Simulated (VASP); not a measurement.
# B2O (P-3m1) in VASP: density of states with PBE

Aim: the density of states of B2O with PBE.

Everything below comes from runs of VASP 6.6.1. Logs are shortened: lines on timing, memory, paths and dates and some standing lists are left out, and cuts for length are marked.

### 1 The cell of the first run

Symmetry: P-3m1, No. 164, trigonal system. Conventional cell: a = 2.565 Å, b = 2.565 Å, c = 11.460 Å, α = 90.00°, β = 90.00°, γ = 120.00°. Within 2.1 Å of B (site symmetry 3m) lie 3 O at 1.58 Å and 1 B at 1.75 Å. B (site symmetry 3m) has 3 B at 1.57 Å within 2.1 Å. O (site symmetry 3m) has 3 B at 1.58 Å within 2.1 Å.

### 2 Density of states, PBE

Contents of POSCAR:

```
B2O
1.0
    2.5647533604      0.0000000000      0.0000000000
   -1.2823766802      2.2211415645      0.0000000000
    0.0000000000      0.0000000000     11.4596364304
B O
4 2
Direct
    0.0000000000      0.0000000000      0.4237945784
    0.0000000000      0.0000000000      0.5762054216
    0.6666666667      0.3333333333      0.0230723828
    0.3333333333      0.6666666667      0.9769276172
    0.6666666667      0.3333333333      0.3753860210
    0.3333333333      0.6666666667      0.6246139790
```

Contents of INCAR.step1:

```
PREC     = Accurate       # precision mode
ENCUT    = 520            # plane-wave cutoff, eV
EDIFF    = 1E-7           # SCF threshold, eV
ISMEAR   = 0              # smearing method
SIGMA    = 0.1            # smearing width, eV
LREAL    = False          # projectors in reciprocal space
LASPH    = True           # aspherical terms in the spheres
NELM     = 60             # most SCF steps
ALGO     = Normal         # electronic algorithm
ISIF     = 2              # what is computed and relaxed
LWAVE    = False          # write WAVECAR
LCHARG   = True           # write CHGCAR
GGA      = PE             # functional
NBANDS   = 21             # bands
```

Contents of KPOINTS.step1:

```
Automatic mesh
0
Gamma
  18 18 4
```

Contents of INCAR.step2:

```
PREC     = Accurate       # precision mode
ENCUT    = 520            # plane-wave cutoff, eV
EDIFF    = 1E-7           # SCF threshold, eV
ISMEAR   = -5             # smearing method
SIGMA    = 0.1            # smearing width, eV
LREAL    = False          # projectors in reciprocal space
LASPH    = True           # aspherical terms in the spheres
NELM     = 60             # most SCF steps
ALGO     = Normal         # electronic algorithm
ISIF     = 2              # what is computed and relaxed
LWAVE    = False          # write WAVECAR
LCHARG   = False          # write CHGCAR
GGA      = PE             # functional
LORBIT   = 10             # projections on sites
NEDOS    = 2001           # points of the DOS
ICHARG   = 11             # starting density
```

Contents of KPOINTS.step2:

```
Automatic mesh
0
Gamma
  27 27 6
```

Potentials or basis: VASP PAW PBE potentials, release 64 (B, O).

On the command line:

```
cat potpaw_PBE.64/B/POTCAR potpaw_PBE.64/O/POTCAR > POTCAR
cp INCAR.step1 INCAR
cp KPOINTS.step1 KPOINTS
mpirun -np 1 vasp_std > vasp.out
cp INCAR.step2 INCAR
cp KPOINTS.step2 KPOINTS
mpirun -np 1 vasp_std > vasp.out
```

OUTCAR:

```text
PREC = Accurate
   ENCUT = 520
   EDIFF = 1E-7
   ISMEAR = -5
   LREAL = False
   LASPH = True
   NELM = 60
   ISIF = 2
   GGA = PE
   LORBIT = 10
   ICHARG = 11

 ion  position               nearest neighbor table
   1  0.000  0.000  0.424-   5 1.58   5 1.58   5 1.58   2 1.75
   2  0.000  0.000  0.576-   6 1.58   6 1.58   6 1.58   1 1.75
   3  0.667  0.333  0.023-   4 1.57   4 1.57   4 1.57
   4  0.333  0.667  0.977-   3 1.57   3 1.57   3 1.57
   5  0.667  0.333  0.375-   1 1.58   1 1.58   1 1.58
   6  0.333  0.667  0.625-   2 1.58   2 1.58   2 1.58

  LATTYP: Found a hexagonal cell.
 ALAT       =     2.5647533604
 C/A-ratio  =     4.4681241508

  Lattice vectors:

 A1 = (   2.5647533604,   0.0000000000,   0.0000000000)
 A2 = (  -1.2823766802,   2.2211415645,   0.0000000000)
 A3 = (   0.0000000000,   0.0000000000,  11.4596364304)

Analysis of symmetry for initial positions (statically):
=====================================================================
 Subroutine PRICEL returns:
 Original cell was already a primitive cell.

 Routine SETGRP: Setting up the symmetry group for a
 hexagonal supercell.

 Subroutine GETGRP returns: Found 12 space group operations
 (whereof 12 operations were pure point group operations)
 out of a pool of 24 trial point group operations.

The static configuration has the point symmetry D_3d.

Analysis of symmetry for dynamics (positions and initial velocities):
=====================================================================
 Subroutine PRICEL returns:
 Original cell was already a primitive cell.

 Routine SETGRP: Setting up the symmetry group for a
 hexagonal supercell.

 Subroutine GETGRP returns: Found 12 space group operations
 (whereof 12 operations were pure point group operations)
 out of a pool of 24 trial point group operations.

The dynamic configuration has the point symmetry D_3d.

 Subroutine INISYM returns: Found 12 space group operations
 (whereof 12 operations are pure point group operations),
 and found     1 'primitive' translations

----------------------------------------------------------------------------------------

                                     Primitive cell

  volume of cell :      65.2819

[... 110 lines left out ...]
   NUPDOWN=      -1.0000    fix difference up-down
   EMIN   =  10.00;   EMAX   =-10.00  energy-range for DOS
   EFERMI =   0.00;   METHOD = LEGACY
   ISMEAR =    -5;   SIGMA  =   0.10  broadening in eV -4-tet -1-fermi 0-gaus
   EFERMI_NEDOS =   21; number of points for ismear=-14 and -15
   IALGO  =     38    algorithm
   IMIX   =      4    mixing-type and parameters
     AMIX     =   0.40;   BMIX     =  1.00
     AMIX_MAG =   1.60;   BMIX_MAG =  1.00
  volume/ion in A,a.u.               =      10.88        73.42
  Fermi-wavevector in a.u.,A,eV,Ry     =   1.172774  2.216222 18.713439  1.375399
  Thomas-Fermi vector in A             =   2.309197
   LORBIT       =     10    0 simple, 1 ext, 2 COOP (PROOUT), +10 PAW based schemes
   GGA     = PE    functional components
   LHFCALC =     F    Hartree Fock is set to
   AEXX    =    0.0000 exact exchange contribution
   IVDW    =     0    specifies the selected vdW correction
   LEPSILON=     F    determine dielectric tensor
   LRPA    =     F    only Hartree local field effects (RPA)
 non-spin polarized calculation
 Fermi weights with tetrahedron method with Bloechl corrections
  energy-cutoff  :      520.00
  volume of cell :       65.28
 maximum number of plane-waves:      1778

 number of electron      23.9999996 magnetization

 Free energy of the ion-electron system (eV)
  ---------------------------------------------------
  ext. energy  EPLUGINS =         0.00000000
  ---------------------------------------------------
  free energy    TOTEN  =       -39.62685906 eV

  energy without entropy =      -39.62685906  energy(sigma->0) =      -39.62685906

 E-fermi :   2.6688     XC(G=0):  -9.0081

 val. band max:        2.5912581761   @ k =   0.0000   0.4444   0.3333
 cond. band min:       2.7210630380   @ k =   0.0000   0.4074   0.1667
 fundamental gap:      0.1298048619
 Fermi energy:         2.6688235112

 k-point     1 :       0.0000    0.0000    0.0000
  band No.  band energies     occupation
      1     -21.1879      2.00000
      2     -20.6583      2.00000
      3     -10.0022      2.00000
      4      -8.0857      2.00000
      5      -3.7034      2.00000
      6      -2.8392      2.00000
[... 433 lines left out ...]
      3      -8.7843      2.00000
      4      -8.3965      2.00000
      5      -6.6927      2.00000
      6      -4.7971      2.00000
[... 8 lines left out ...]
     15       7.1382      0.00000
     16       7.9309      0.00000

 [... further k-points ...]

------------------------ aborting loop because EDIFF is reached ----------------------------------------

  FORCE on cell =-STRESS in cart. coord.  units (eV):
  Direction    XX          YY          ZZ          XY          YZ          ZX
  --------------------------------------------------------------------------------------
  -------------------------------------------------------------------------------------
  Total        0.1389350      0.1389350      0.0936382      0.0000000     -0.0000000      0.0000000
  in kB        3.4098062      3.4098062      2.2981106      0.0000000     -0.0000000      0.0000000
  external PRESSURE =       3.0392410 kB  Pullay stress =       0.0000000 kB

 VOLUME and BASIS-vectors are now :
 -----------------------------------------------------------------------------
  energy-cutoff  :      520.00
  volume of cell :       65.28
      direct lattice vectors                 reciprocal lattice vectors
     2.564753360  0.000000000  0.000000000     0.389901039  0.225109470  0.000000000
    -1.282376680  2.221141564  0.000000000     0.000000000  0.450218940  0.000000000
     0.000000000  0.000000000 11.459636430     0.000000000  0.000000000  0.087262803

 POSITION                                       TOTAL-FORCE (eV/Angst)
 -----------------------------------------------------------------------------------
      0.00000      0.00000      4.85653        -0.000000      0.000000     -0.013596
      0.00000      0.00000      6.60310        -0.000000     -0.000000      0.013596
      1.28238      0.74038      0.26440        -0.000000     -0.000000     -0.073364
     -0.00000      1.48076     11.19524        -0.000000      0.000000      0.073364
      1.28238      0.74038      4.30179         0.000000      0.000000      0.009581
     -0.00000      1.48076      7.15785        -0.000000      0.000000     -0.009581
 -----------------------------------------------------------------------------------
    total drift:                                0.000000     -0.000000     -0.000000

  FREE ENERGIE OF THE ION-ELECTRON SYSTEM (eV)
  ---------------------------------------------------
  free  energy   TOTEN  =       -39.6268590595 eV

  energy  without entropy=      -39.6268590595  energy(sigma->0) =      -39.62685906

 total charge

# of ion       s       p       d       tot
------------------------------------------
    1        0.655   1.172   0.000   1.826
    2        0.655   1.172   0.000   1.826
    3        0.814   1.253   0.000   2.068
    4        0.814   1.253   0.000   2.068
    5        1.548   3.566   0.000   5.114
    6        1.548   3.566   0.000   5.114
--------------------------------------------------
tot          6.034  11.981   0.000  18.015
```

OUTCAR.step1:

```text
PREC = Accurate
   ENCUT = 520
   EDIFF = 1E-7
   ISMEAR = 0
   LREAL = False
[... 813 lines left out ...]
      1.28238      0.74038      0.26440        -0.000000     -0.000000      0.011269
     -0.00000      1.48076     11.19524        -0.000000      0.000000     -0.011269
      1.28238      0.74038      4.30179        -0.000000      0.000000      0.009659
     -0.00000      1.48076      7.15785         0.000000     -0.000000     -0.009659
 -----------------------------------------------------------------------------------
    total drift:                                0.000000     -0.000000      0.000000

  FREE ENERGIE OF THE ION-ELECTRON SYSTEM (eV)
  ---------------------------------------------------
  free  energy   TOTEN  =       -39.6290015882 eV

  energy  without entropy=      -39.6236700572  energy(sigma->0) =      -39.62633582
```

Run time: 8.4 min. Hardware: 1 thread of Oxide Virtual Turin-like, shared host; peak memory 0.43 GiB.

What came out:

```yaml
Valence_electrons_inside_the_program's_atomic_spheres: B 1.83, 2.07; O 5.11
```

Levels at points of the mesh, in eV from the Fermi level:
```
           k point  band 10  band 11  band 12  band 13  band 14  band 15
(0.00, 0.00, 0.00)    -4.49    -1.79     3.11     3.53     3.53     4.15
(0.00, 0.00, 0.50)    -4.54    -1.74     2.90     3.53     3.53     4.54
```

Caveat: this functional lacks dispersion, which binds the layers, so the pressure and a relaxed spacing across them are unreliable; tetrahedron occupations give inexact forces and stress in metals.
